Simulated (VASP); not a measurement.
A run of VASP 6.6.1 is set up as follows.

INCAR

```
SYSTEM = Si3N4
ALGO = Normal
EDIFF = 1E-6
ENCUT = 520
GGA = PE
ISIF = 2
ISMEAR = -1
LASPH = .True.
LCHARG = .False.
LREAL = .False.
LWAVE = .False.
NBANDS = 45
NELM = 80
PREC = Accurate
SIGMA = 0.02
```

File KPOINTS:

```
k-points
0
Gamma
  4 4 9
  0 0 0
```

Contents of POSCAR:

```
Si3N4
1.0
    7.5140549480      0.0000000000      0.0000000000
   -3.7570274740      6.5073624705      0.0000000000
    0.0000000000      0.0000000000      2.8740249029
Si N
6 8
Direct
    0.1716235247      0.7653174421      0.2500000000
    0.4063060825      0.1716235247      0.7500000000
    0.2346825579      0.4063060825      0.2500000000
    0.8283764753      0.2346825579      0.7500000000
    0.5936939175      0.8283764753      0.2500000000
    0.7653174421      0.5936939175      0.7500000000
    0.3333333333      0.6666666667      0.2500000000
    0.6666666667      0.3333333333      0.7500000000
    0.3291783602      0.0274388011      0.2500000000
    0.3017395590      0.3291783602      0.7500000000
    0.9725611989      0.3017395590      0.2500000000
    0.6708216398      0.9725611989      0.7500000000
    0.6982604410      0.6708216398      0.2500000000
    0.0274388011      0.6982604410      0.7500000000
```

Potentials or basis: VASP PAW PBE potentials, release 64 (Si, N).

Launch:

```bash
$ cat potpaw_PBE.64/Si/POTCAR potpaw_PBE.64/N/POTCAR > POTCAR
$ mpirun -np 1 vasp_std > vasp.out
```

Predict the pressure.

14.7 GPa.

Predict the largest force.

0.017 eV/Å.

Estimate the band gap on the k mesh.

4.47 eV, indirect (least direct gap 4.65 eV).

Forces in eV/Å, atoms in the order of the input:
```
Si  -0.008 -0.010  0.000
Si   0.005 -0.012  0.000
Si   0.013 -0.002  0.000
Si   0.008  0.010  0.000
Si  -0.005  0.012  0.000
Si  -0.013  0.002  0.000
N    0.000  0.000  0.000
N    0.000  0.000  0.000
N   -0.005  0.016  0.000
N   -0.016  0.004  0.000
N   -0.011 -0.012  0.000
N    0.005 -0.016  0.000
N    0.016 -0.004  0.000
N    0.011  0.012  0.000
```

 A k mesh can miss the band edges.
